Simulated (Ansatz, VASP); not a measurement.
**One calculation of CsPbCl3, two programs**

```
Cs Pb Cl
1.0
     5.91701    0.00000    0.00000
     0.00000    5.91701    0.00000
     0.00000    0.00000    5.02946
Cs Pb Cl
1 1 3
Direct
  0.00000 0.00000 0.00000
  0.50000 0.50000 0.50000
  0.00000 0.50000 0.50000
  0.50000 0.00000 0.50000
  0.50000 0.50000 0.00000
```

Alike in both runs: task single point; functional PBE; k mesh 6 × 6 × 6; occupations gaussian, width 0.05 eV; no spin polarisation.

|  | VASP | Ansatz |
| --- | --- | --- |
| version | VASP 6.6.1 | Ansatz 0.2.0 |
| potentials or method | VASP PAW PBE potentials, release 64 (Cs_sv, Pb_d, Cl), cutoff 520 eV | scalar-relativistic, plane waves, PAW |
| valence electrons in the cell | 44 | 44 |

```csv
,VASP,Ansatz,Ansatz less VASP
gap on the k mesh at the Fermi level (eV),1.09,1.08,-0.006
least direct gap on the mesh (eV),1.09,1.08,-0.006
pressure (GPa),3.5,3.5,+0.05
"traceless stress, the component that is largest in VASP (GPa)",8.11,8.12,+0.006
```

Neither program's run includes spin-orbit coupling.
